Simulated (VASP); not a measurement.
# CuO (Cccm) in VASP: a series of runs, part 2 of 2

VASP 6.6.1.

### Step 3. Single point, PBEsol

This run uses another cell than the first one, of 10.19 Å³/atom, 0.903 times its volume.

Contents of INCAR:

```
SYSTEM = CuO
ALGO = Normal ; EDIFF = 1E-6
ENCUT = 700 ; GGA = PS
GGA_COMPAT = .FALSE. ; ISIF = 2
ISMEAR = -1 ; LASPH = .TRUE.
LCHARG = .FALSE. ; LREAL = .FALSE.
LWAVE = .FALSE. ; NBANDS = 33
NELM = 120 ; PREC = Accurate
SIGMA = 0.05
```

Contents of KPOINTS:

```
k-points
0
G
  8 8 5
  0 0 0
```

Contents of POSCAR:

```
CuO
1.0
    1.9113292800     -2.0674080000      0.0000000000
    1.9113292800      2.0674080000      0.0000000000
    0.0000000000      0.0000000000      5.1559280000
Cu O
2 2
Direct
    0.5000000000      0.0000000000      0.0000000000
    0.0000000000      0.5000000000      0.5000000000
    0.5000000000      0.5000000000      0.2500000000
    0.5000000000      0.5000000000      0.7500000000
```

Potentials or basis: VASP PAW PBE potentials, release 64 (Cu_sv_GW, O).

On the command line:

```bash
$ cat potpaw_PBE.64/Cu_sv_GW/POTCAR potpaw_PBE.64/O/POTCAR > POTCAR
$ mpirun -np 1 vasp_std > vasp.out
```

OUTCAR:

```text
SYSTEM = CuO
   EDIFF = 1E-6
   ENCUT = 700
   GGA = PS
   ISIF = 2
   ISMEAR = -1
   LASPH = .TRUE.
   LREAL = .FALSE.
   NELM = 120
   PREC = Accurate

 ion  position               nearest neighbor table
   1  0.500  0.000  0.000-   3 1.91   4 1.91   3 1.91   4 1.91
   2  0.000  0.500  0.500-   3 1.91   4 1.91   3 1.91   4 1.91
   3  0.500  0.500  0.250-   1 1.91   2 1.91   1 1.91   2 1.91
   4  0.500  0.500  0.750-   1 1.91   2 1.91   1 1.91   2 1.91

  LATTYP: Found a base centered orthorhombic cell.
 ALAT       =     3.8226585600
 B/A-ratio  =     1.0816597755
 C/A-ratio  =     1.3487806769

  Lattice vectors:

 A1 = (   1.9113292800,  -2.0674080000,   0.0000000000)
 A2 = (   1.9113292800,   2.0674080000,   0.0000000000)
 A3 = (   0.0000000000,   0.0000000000,   5.1559280000)

Analysis of symmetry for initial positions (statically):
=====================================================================
 Subroutine PRICEL returns:
 Original cell was already a primitive cell.

 Routine SETGRP: Setting up the symmetry group for a
 base centered orthorhombic supercell.

 Subroutine GETGRP returns: Found  8 space group operations
 (whereof  4 operations were pure point group operations)
 out of a pool of  8 trial point group operations.

The static configuration has the point symmetry C_2h.
 The point group associated with its full space group is D_2h.

Analysis of symmetry for dynamics (positions and initial velocities):
=====================================================================
 Subroutine PRICEL returns:
 Original cell was already a primitive cell.

 Routine SETGRP: Setting up the symmetry group for a
 base centered orthorhombic supercell.

 Subroutine GETGRP returns: Found  8 space group operations
 (whereof  4 operations were pure point group operations)
 out of a pool of  8 trial point group operations.

The dynamic configuration has the point symmetry C_2h.
 The point group associated with its full space group is D_2h.

 Subroutine INISYM returns: Found  8 space group operations
 (whereof  4 operations are pure point group operations),
 and found     1 'primitive' translations

----------------------------------------------------------------------------------------

                                     Primitive cell

  volume of cell :      40.7473

  direct lattice vectors                    reciprocal lattice vectors
     1.911329280 -2.067408000  0.000000000     0.261598043 -0.241848730  0.000000000
     1.911329280  2.067408000  0.000000000     0.261598043  0.241848730  0.000000000
     0.000000000  0.000000000  5.155928000     0.000000000  0.000000000  0.193951506

  length of vectors
     2.815555976  2.815555976  5.155928000     0.356264431  0.356264431  0.193951506

  position of ions in fractional coordinates (direct lattice)
     0.500000000  0.000000000  0.000000000
     0.000000000  0.500000000  0.500000000
     0.500000000  0.500000000  0.250000000
     0.500000000  0.500000000  0.750000000

  ion indices of the primitive-cell ions
   primitive index   ion index
                 1           1
                 2           2
                 3           3
                 4           4

----------------------------------------------------------------------------------------

 KPOINTS: k-points

Automatic generation of k-mesh.
 Grid dimensions read from file:
 generate k-points for:    8    8    5

 Generating k-lattice:

  Cartesian coordinates                     Fractional coordinates (reciprocal lattice)
     0.032699755 -0.030231091  0.000000000     0.125000000  0.000000000  0.000000000
     0.032699755  0.030231091  0.000000000     0.000000000  0.125000000  0.000000000
     0.000000000  0.000000000  0.038790301     0.000000000  0.000000000  0.200000000

  Length of vectors
     0.044533054  0.044533054  0.038790301

  Shift w.r.t. Gamma in fractional coordinates (k-lattice)
     0.000000000  0.000000000  0.000000000

 Subroutine IBZKPT returns following result:
 ===========================================

 Found     63 irreducible k-points:

 Following reciprocal coordinates:
            Coordinates               Weight
  0.000000  0.000000  0.000000      1.000000
  0.125000  0.000000  0.000000      4.000000
  0.250000  0.000000  0.000000      4.000000
  0.375000 -0.000000  0.000000      4.000000
  0.500000  0.000000  0.000000      2.000000
  0.125000  0.125000  0.000000      2.000000
[... 16 lines left out ...]
  0.125000  0.000000  0.200000      8.000000
  0.250000  0.000000  0.200000      8.000000
 [... further k-points ...]
   k-points           NKPTS =     63   k-points in BZ     NKDIM =     63   number of bands    NBANDS=     33
   number of dos      NEDOS =    301   number of ions     NIONS =      4
   total plane-waves  NPLWV =  27648
   dimension x,y,z NGX =    24 NGY =   24 NGZ =   48
   dimension x,y,z NGXF=    48 NGYF=   48 NGZF=   96
   ions per type =               2   2
   NGX,Y,Z   is equivalent  to a cutoff of  14.17, 14.17, 15.48 a.u.
   NGXF,Y,Z  is equivalent  to a cutoff of  28.34, 28.34, 30.95 a.u.
 SYSTEM =  CuO
   PREC   = accura    normal or accurate (medium, high low for compatibility)
   ISTART =      0    job   : 0-new  1-cont  2-samecut
   ICHARG =      2    charge: 1-file 2-atom 10-const
   ISPIN  =      1    spin polarized calculation?
   LNONCOLLINEAR =      F non collinear calculations
   LSORBIT =      F    spin-orbit coupling
   LASPH  =      T    aspherical Exc in radial PAW
   ENCUT  =  700.0 eV  51.45 Ry    7.17 a.u.   6.07  6.07 11.12*2*pi/ulx,y,z
   NELM   =    120;   NELMIN=  2; NELMDL= -5     # of ELM steps
   EDIFF  = 0.1E-05   stopping-criterion for ELM
   LREAL  =      F    real-space projection
   EDIFFG = 0.1E-04   stopping-criterion for IOM
   NSW    =      0    number of steps for IOM
   IBRION =     -1    ionic relax: 0-MD 1-quasi-New 2-CG
   NFREE  =      0    steps in history (QN), initial steepest desc. (CG)
   ISIF   =      2    stress and relaxation
   ISYM   =      2    0-nonsym 1-usesym 2-fastsym
   POTIM  = 0.5000    time-step for ionic-motion
   TEBEG  =    0.0;   TEEND  =   0.0 temperature during run
   PSTRESS=    0.0 pullay stress
   NELECT =      50.0000    total number of electrons
   NUPDOWN=      -1.0000    fix difference up-down
   EMIN   =  10.00;   EMAX   =-10.00  energy-range for DOS
   EFERMI =   0.00;   METHOD = LEGACY
   ISMEAR =    -1;   SIGMA  =   0.05  broadening in eV -4-tet -1-fermi 0-gaus
   EFERMI_NEDOS =   21; number of points for ismear=-14 and -15
   IALGO  =     38    algorithm
   IMIX   =      4    mixing-type and parameters
     AMIX     =   0.40;   BMIX     =  1.00
     AMIX_MAG =   1.60;   BMIX_MAG =  1.00
  volume/ion in A,a.u.               =      10.19        68.74
  Fermi-wavevector in a.u.,A,eV,Ry     =   1.752664  3.312055 41.794796  3.071831
  Thomas-Fermi vector in A             =   2.822950
   LORBIT       =      0    0 simple, 1 ext, 2 COOP (PROOUT), +10 PAW based schemes
   GGA     = PS    functional components
   LHFCALC =     F    Hartree Fock is set to
   AEXX    =    0.0000 exact exchange contribution
   IVDW    =     0    specifies the selected vdW correction
   LEPSILON=     F    determine dielectric tensor
   LRPA    =     F    only Hartree local field effects (RPA)
 non-spin polarized calculation
  energy-cutoff  :      700.00
  volume of cell :       40.75
 maximum number of plane-waves:      1732
   NGX = 13   NGY = 13   NGZ = 23

 number of electron      50.0000047 magnetization

 Free energy of the ion-electron system (eV)
  ---------------------------------------------------
  ext. energy  EPLUGINS =         0.00000000
  ---------------------------------------------------
  free energy    TOTEN  =       -21.62519196 eV

  energy without entropy =      -21.60636374  energy(sigma->0) =      -21.61577785

 E-fermi :   5.7931     XC(G=0): -12.4546

 val. band max:        5.7804667982   @ k =   0.1250   0.1250   0.2000
 cond. band min:       5.8110244072   @ k =   0.5000   0.3750   0.4000
 fundamental gap:      0.0305576090
 Fermi energy:         5.7931326490

 k-point     1 :       0.0000    0.0000    0.0000
  band No.  band energies     occupation
      1    -106.8433      2.00000
      2    -106.8430      2.00000
      3     -64.4973      2.00000
      4     -64.4965      2.00000
      5     -64.4607      2.00000
      6     -64.4512      2.00000
[... 853 lines left out ...]
     32      20.4307      0.00000
     33      22.1334      0.00000

 [... further k-points ...]

------------------------ aborting loop because EDIFF is reached ----------------------------------------

  FORCE on cell =-STRESS in cart. coord.  units (eV):
  Direction    XX          YY          ZZ          XY          YZ          ZX
  --------------------------------------------------------------------------------------
  -------------------------------------------------------------------------------------
  Total        1.1452014      1.0953180      0.3310790      0.0000000      0.0000000      0.0000000
  in kB       45.0291645     43.0677588     13.0179831      0.0000000      0.0000000      0.0000000
  external PRESSURE =      33.7049688 kB  Pullay stress =       0.0000000 kB

 VOLUME and BASIS-vectors are now :
 -----------------------------------------------------------------------------
  energy-cutoff  :      700.00
  volume of cell :       40.75
      direct lattice vectors                 reciprocal lattice vectors
     1.911329280 -2.067408000  0.000000000     0.261598043 -0.241848730  0.000000000
     1.911329280  2.067408000  0.000000000     0.261598043  0.241848730  0.000000000
     0.000000000  0.000000000  5.155928000     0.000000000  0.000000000  0.193951506

 POSITION                                       TOTAL-FORCE (eV/Angst)
 -----------------------------------------------------------------------------------
      0.95566     -1.03370      0.00000         0.000000      0.000000      0.000000
      0.95566      1.03370      2.57796        -0.000000      0.000000      0.000000
      1.91133      0.00000      1.28898        -0.000000     -0.000000     -0.000000
      1.91133      0.00000      3.86695        -0.000000     -0.000000     -0.000000
 -----------------------------------------------------------------------------------
    total drift:                                0.000000      0.000000     -0.000000

  FREE ENERGIE OF THE ION-ELECTRON SYSTEM (eV)
  ---------------------------------------------------
  free  energy   TOTEN  =       -21.6251919592 eV

  energy  without entropy=      -21.6063637429  energy(sigma->0) =      -21.61577785
```

OSZICAR:

```text
N       E                     dE             d eps       ncg     rms          rms(c)
DAV:   1     0.983785364582E+03    0.98379E+03   -0.37701E+04  6591   0.525E+03
DAV:   2     0.737751633018E+02   -0.91001E+03   -0.87486E+03  6895   0.136E+03
DAV:   3    -0.234314528967E+02   -0.97207E+02   -0.95069E+02  7929   0.480E+02
DAV:   4    -0.275202565215E+02   -0.40888E+01   -0.40690E+01  6683   0.113E+02
DAV:   5    -0.277354058629E+02   -0.21515E+00   -0.21498E+00  7324   0.232E+01    0.179E+01
DAV:   6    -0.263173729080E+02    0.14180E+01   -0.49458E+01  7196   0.365E+02    0.166E+01
DAV:   7    -0.215771824374E+02    0.47402E+01   -0.16632E+01  6756   0.296E+02    0.397E+00
DAV:   8    -0.216463216735E+02   -0.69139E-01   -0.14621E+00  6596   0.114E+01    0.201E+00
DAV:   9    -0.216270521274E+02    0.19270E-01   -0.57968E-02  7708   0.114E+01    0.419E-01
DAV:  10    -0.216251229374E+02    0.19292E-02   -0.59881E-03  7732   0.320E+00    0.150E-01
DAV:  11    -0.216252369904E+02   -0.11405E-03   -0.98878E-04  7468   0.708E-01    0.592E-02
DAV:  12    -0.216251934346E+02    0.43556E-04   -0.19077E-04  7164   0.274E-01    0.132E-02
DAV:  13    -0.216251919472E+02    0.14874E-05   -0.21744E-05  6572   0.170E-01    0.598E-03
DAV:  14    -0.216251919592E+02   -0.12011E-07   -0.45832E-07  3172   0.594E-02
   1 F= -.21625192E+02 E0= -.21615778E+02  d E =-.188282E-01
```

stdout:

```text
POSCAR found type information on POSCAR CuO
 POSCAR found :  2 types and       4 ions
 scaLAPACK will be used
 -----------------------------------------------------------------------------
|                                                                             |
|                                                                             |
|     You enforced a specific xc type in the INCAR file but a different       |
|     I HOPE YOU KNOW WHAT YOU ARE DOING!                                     |
|                                                                             |
 -----------------------------------------------------------------------------

 LDA part: xc-table for (Slater+PW92), standard interpolation
 POSCAR, INCAR and KPOINTS ok, starting setup
 FFT: planning ... GRIDC
 FFT: planning ... GRID_SOFT
 FFT: planning ... GRID
 WAVECAR not read
 entering main loop
```

Run time: 54 s. Hardware: 1 thread of Intel Xeon 6975P-C (Granite Rapids), shared host; peak memory 0.26 GiB.

Results:

| Item | Value |
| --- | --- |
| Free energy | -21.6252 eV |
| Pressure | 3.4 GPa |
| Band gap on the k mesh | zero (band 25 reaches 6.39 eV, above the bottom of band 26 at 5.50 eV) |

Caveat: the PAW data sets were made with another functional, which shifts forces and pressure a little; semilocal functionals often make such compounds metallic where correlation or magnetic order opens a gap, which also shifts bond lengths. With open d or f shells a metallic result of PBEsol can be an artefact of self-interaction; +U or a hybrid may open a gap.
